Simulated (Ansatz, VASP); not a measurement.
# Pt in VASP and in Ansatz

The input POSCAR:

```
Pt
1.0
    0.0000000000      2.0557950000      1.8600050000
    2.0557950000      0.0000000000      1.8600050000
    2.0557950000      2.0557950000      0.0000000000
Pt
1
Direct
    0.0000000000      0.0000000000      0.0000000000
```

The input INCAR.step1:

```
SYSTEM = Pt
PREC = Accurate ; ENCUT = 520
ISMEAR = 0 ; SIGMA = 0.15
LREAL = .FALSE. ; LASPH = .TRUE.
NELM = 60 ; NBANDS = 11
GGA = PE ; ALGO = Normal
EDIFF = 1E-4 ; LWAVE = .TRUE.
LCHARG = .FALSE.
```

The input INCAR.step2:

```
SYSTEM = Pt
PREC = Accurate ; ENCUT = 520
EDIFF = 1E-6 ; ISMEAR = 0
SIGMA = 0.15 ; LREAL = .FALSE.
LASPH = .TRUE. ; NELM = 60
ALGO = Normal ; ISIF = 2
LWAVE = .FALSE. ; LCHARG = .TRUE.
METAGGA = R2SCAN ; LMIXTAU = .TRUE.
LELF = .TRUE. ; LVHAR = .TRUE.
NBANDS = 11 ; ISTART = 1
```

KPOINTS

```
Automatic mesh
0
G
  20 20 20
  0 0 0
```

Input for Ansatz:

```yaml
crystal:
  lattice:
    - [0.0, 2.055795, 1.860005]
    - [2.055795, 0.0, 1.860005]
    - [2.055795, 2.055795, 0.0]
  atoms:
    - { symbol: Pt, position: [0.0, 0.0, 0.0] }
basis:
  ecutwfc: 500
kpoints:
  mp_grid: { grid: [20, 20, 20] }
hamiltonian:
  xc: r2scan
scf:
  occupations: { method: gaussian, width: 0.15 }
output:
  forces: true
  stress: true
  eigenvalues: true
  write_density: true
  write_potential: true
  elf: true
  volumetric_format: npy
```

Change from the starting cell: strain +0.050 along x and y, -0.050 along z, atoms carried along.

Alike in both runs: task single point; functional r2SCAN; k mesh 20 × 20 × 20; occupations gaussian, width 0.15 eV; no spin polarisation.

```csv
,VASP,Ansatz
version,VASP 6.6.1,Ansatz 0.2.0
potentials or method,"VASP PAW PBE potentials, release 64 (Pt), cutoff 520 eV","scalar-relativistic, plane waves, PAW"
valence electrons in the cell,10,18
```

|  | VASP | Ansatz | Ansatz less VASP |
| --- | --- | --- | --- |
| gap on the k mesh at the Fermi level (eV) | none | none | - |
| pressure (GPa) | -5.6 | -6.2 | -0.57 |
| traceless stress, the component that is largest in VASP (GPa) | 2.81 | 2.74 | -0.065 |

VASP's potentials were made for PBE, not for r2SCAN. A gap of «none» marks a metal or a gap that the smearing closes. VASP's potentials hold 10 valence electrons a cell and Ansatz's 18, so a difference there can come from the potentials and not from the codes.

Spin-orbit coupling is off throughout.
